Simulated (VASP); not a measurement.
Si: electric field gradients with PBE

Crystal: Si.

```
Si
1.0
     0.08146    2.75620    2.75620
     2.75620    0.08146    2.75620
     2.75620    2.75620    0.08146
Si
2
Direct
  0.50000 0.50000 0.50000
  0.75000 0.75000 0.75000
```

This cell differs from its parent crystal: equal xy, yz and zx shear strains of +3 %.

```yaml
Program: VASP 6.6.1
Task: electric field gradients
Functional: PBE
Potentials_or_basis: VASP PAW PBE potentials, release 64 (Si)
Cutoff: 520 eV
k_mesh: 11 × 11 × 11
Occupations: fermi-dirac, width 0.08 eV
Spin: no spin polarisation
Dipole_correction: no
Further_INCAR_settings: ALGO = Normal; EDIFF = 1e-08; NBANDS = 11
```

```
Pressure                                : 2.2 GPa
Largest force                           : 0.446 eV/Å
Band gap on the k mesh                  : 0.49 eV (least direct gap 1.90 eV)
Largest electric field gradient by atom : Si +11.9 V/Å²
```

Forces on the atoms (eV/Å):
```
Si   0.258  0.258  0.258
Si  -0.258 -0.258 -0.258
```

Stress tensor (GPa, compression positive):
```
 2.23 -2.97 -2.97
-2.97  2.23 -2.97
-2.97 -2.97  2.23
```

Levels at points of the mesh, in eV from the valence-band top:
| k point | band 1 | band 2 | band 3 | band 4 | band 5 | band 6 | band 7 | band 8 |
| --- | --- | --- | --- | --- | --- | --- | --- | --- |
| (0.00, 0.00, 0.00) | -12.01 | -0.14 | 0.00 | 0.00 | 1.90 | 2.75 | 2.75 | 3.53 |

Electric field gradients, principal values (V/Å²):
| atom | least | middle | greatest (by size) |
| --- | --- | --- | --- |
| 1 Si | -5.936 | -5.936 | 11.872 |
| 2 Si | -5.936 | -5.936 | 11.872 |

Run time: 60 s on 1 thread of Intel(R) Xeon(R) Platinum 8375C CPU @ 2.90GHz (Ice Lake) (shared host), peak memory 0.19 GiB.

Caveat: the cell differs from its parent crystal (equal xy, yz and zx shear strains of +3 %); without QUAD_EFG the Cq values of the log hold for a quadrupole moment of 1 mb, not for the nuclei; an odd mesh through Γ misses points on the zone boundary, where band edges can lie.
